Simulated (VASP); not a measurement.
**N: single point with r2SCAN+rVV10**

Crystal: N.

```
CELL_PARAMETERS angstrom
5.47242 0.00000 0.00000
0.00000 5.47242 0.00000
0.00000 0.00000 5.47242
ATOMIC_POSITIONS crystal
N 0.05777 0.05777 0.05777
N 0.44223 0.94223 0.55777
N 0.55777 0.44223 0.94223
N 0.94223 0.55777 0.44223
N 0.94244 0.94244 0.94244
N 0.55756 0.05756 0.44244
N 0.44244 0.55756 0.05756
N 0.05756 0.44244 0.55756
```

```
Program             : VASP 6.6.1
Task                : single point
Functional          : r2SCAN
Dispersion          : rVV10
Potentials or basis : VASP PAW PBE potentials, release 64 (N)
Cutoff              : 520 eV
k mesh              : 4 × 4 × 4
Occupations         : fermi-dirac, width 0.02 eV
Spin                : no spin polarisation
```

```json
{
 "Pressure": "2.9 GPa",
 "Largest force": "2.305 eV/Å",
 "Band gap on the k mesh": "7.93 eV (least direct gap 7.97 eV)"
}
```

Forces in eV/Å, atoms in the order of the input:
```
N    1.331  1.331  1.331
N   -1.331 -1.331  1.331
N    1.331 -1.331 -1.331
N   -1.331  1.331 -1.331
N   -1.331 -1.331 -1.331
N    1.331  1.331 -1.331
N   -1.331  1.331  1.331
N    1.331 -1.331  1.331
```

Levels at points of the mesh, in eV from the valence-band top:
| k point | band 16 | band 17 | band 18 | band 19 | band 20 | band 21 | band 22 | band 23 | band 24 | band 25 |
| --- | --- | --- | --- | --- | --- | --- | --- | --- | --- | --- |
| (0.00, 0.00, 0.00) | -1.34 | -1.07 | -0.03 | -0.03 | -0.03 | 7.93 | 7.93 | 7.93 | 9.00 | 9.00 |
| (0.50, 0.00, 0.00) | -1.47 | -0.33 | -0.33 | 0.00 | 0.00 | 8.26 | 8.26 | 8.70 | 8.70 | 8.84 |
| (0.50, 0.50, 0.00) | -1.44 | -0.18 | -0.18 | -0.17 | -0.17 | 8.70 | 8.70 | 8.70 | 8.70 | 8.89 |
| (0.50, 0.50, 0.50) | -1.34 | -0.28 | -0.28 | -0.28 | -0.28 | 8.71 | 8.71 | 8.71 | 8.71 | 8.95 |

Run time: 8.1 min on 1 thread of Oxide Virtual Turin-like Processor, on a shared host, peak memory 0.51 GiB.

Caveat: the standard files for N, O and F lose accuracy on very short bonds; the PAW data sets were made with another functional, which shifts forces and pressure a little. A k mesh can miss the band edges.
